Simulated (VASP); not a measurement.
# NaSe7: single point with PBE

The system is NaSe7.

```
CELL_PARAMETERS angstrom
0.00000 4.71934 4.71934
4.71934 0.00000 4.71934
4.71934 4.71934 0.00000
ATOMIC_POSITIONS crystal
Na 0.00000 0.00000 0.00000
Se 0.50000 0.00000 0.00000
Se 0.00000 0.50000 0.50000
Se 0.00000 0.50000 0.00000
Se 0.50000 0.00000 0.50000
Se 0.00000 0.00000 0.50000
Se 0.50000 0.50000 0.00000
Se 0.50000 0.50000 0.50000
```

The cell was generated, and may not be a known phase.

- Program: VASP 6.6.1
- Task: single point
- Functional: PBE
- Potentials or basis: VASP PAW PBE potentials, release 64 (Na_pv, Se)
- Cutoff: 520 eV
- k mesh: 4 × 4 × 4
- Occupations: gaussian, width 0.1 eV
- Spin: no spin polarisation
- Dipole correction: no
- Further INCAR settings: ALGO = Normal; EDIFF = 1e-06; NBANDS = 34

```json
{
  "Pressure": "-8.1 GPa",
  "Band gap on the k mesh": "zero (an odd number of electrons rules out a gap without spin polarisation)"
}
```

Levels at points of the mesh, in eV from the Fermi level:
```csv
k point,band 21,band 22,band 23,band 24,band 25,band 26,band 27,band 28
"(0.00, 0.00, 0.00)",-0.03,-0.03,-0.03,1.07,1.07,1.09,1.09,1.09
"(0.50, 0.00, 0.00)",-1.36,-1.29,-1.29,0.09,0.13,0.13,0.14,0.86
"(0.50, 0.50, 0.00)",-1.57,-1.57,-1.50,-1.46,-1.40,0.44,0.44,0.72
```

It took 2.4 min on 1 thread of Intel Xeon 8259CL, with other jobs on the host, peak memory 0.35 GiB.

Caveat: the cell stands under tension.
